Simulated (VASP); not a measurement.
A run of VASP 6.6.1:

INCAR

```
PREC = Accurate ; ENCUT = 600
EDIFF = 1E-7 ; ISMEAR = 0
SIGMA = 0.1 ; LREAL = False
LASPH = True ; NELM = 150
ALGO = Normal ; ISIF = 3
LWAVE = False ; LCHARG = False
ISPIN = 2 ; MAGMOM = 0.83
LORBIT = 11 ; LMAXMIX = 4
GGA = PS ; IBRION = 2
NSW = 100 ; EDIFFG = -0.005
```

KPOINTS

```
regular mesh
0
Gamma
  20 20 20
```

POSCAR

```
Ni
1.0
    0.0000000000      1.7330509437      1.7330509437
    1.7330509437      0.0000000000      1.7330509437
    1.7330509437      1.7330509437      0.0000000000
Ni
1
Direct
    0.0000000000      0.0000000000      0.0000000000
```

Potentials or basis: VASP PAW PBE potentials, release 64 (Ni).

Run with:

```console
$ cat potpaw_PBE.64/Ni/POTCAR > POTCAR
$ mpirun -np 1 vasp_std > vasp.out
```

Hardware: 1 thread of Intel Xeon 8259CL, on a shared host.

Estimate the wall time of this run.

It took 110 s on 1 thread of Intel Xeon 8259CL, with other jobs on the host, peak memory 0.18 GiB. Counts: scf iterations 30, k points 256, ion steps 3.
